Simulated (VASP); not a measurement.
Crystal: CuF.

```
CELL_PARAMETERS angstrom
0.00000 2.19187 2.33937
2.06077 0.00000 2.33937
2.06077 2.19187 0.00000
ATOMIC_POSITIONS crystal
Cu 0.00000 0.00000 0.00000
F 0.50000 0.50000 0.50000
```

```yaml
Program: VASP 6.6.1
Task: relaxation of cell and atoms
Functional: PBE
Potentials_or_basis: VASP PAW PBE potentials, release 64 (Cu_sv_GW, F)
Cutoff: 820 eV
k_mesh: 6 × 6 × 6
Occupations: gaussian, width 0.1 eV
Spin: no spin polarisation
```

At the start: pressure 15.7 GPa; volume 10.57 Å³/atom.

**Question.** Where does the relaxation end?

**Answer.** Over 10 steps the energy falls by 62.6 meV/atom and the volume is 12.14 Å³/atom (+14.9 %); space group Fmmm (No. 69, to 0.1 Å) before and after.

The path:
| step | energy change (eV) | largest force (eV/Å) | pressure (GPa) | volume (Å³) |
| --- | --- | --- | --- | --- |
| 1 | 0.0000 | 0.0000 | 15.69 | 21.13 |
| 2 | -0.1134 | 0.0000 | -2.46 | 24.46 |
| 3 | -0.1187 | 0.0000 | 0.19 | 23.79 |
| 4 | -0.1187 | 0.0000 | -0.04 | 23.84 |
| 5 | -0.1201 | 0.0000 | -0.12 | 23.88 |
| 6 | -0.1234 | 0.0000 | -0.03 | 24.01 |
| 7 | -0.1246 | 0.0000 | 0.44 | 24.23 |
| 8 | -0.1250 | 0.0000 | 0.23 | 24.15 |
| 9 | -0.1252 | 0.0000 | -0.38 | 24.31 |
| 10 | -0.1252 | 0.0000 | -0.20 | 24.28 |

Final structure:
```
Cu F
1.0
     0.00000    2.27524    2.52872
     2.11023    0.00000    2.52872
     2.11023    2.27524    0.00000
Cu F
1 1
Cartesian
  0.0000 0.0000 0.0000
  2.1102 2.2752 2.5287
```

Caveat: the k points lie up to 0.40 Å⁻¹ apart in the final cell, too coarse for converged energies and pressures of a metal.
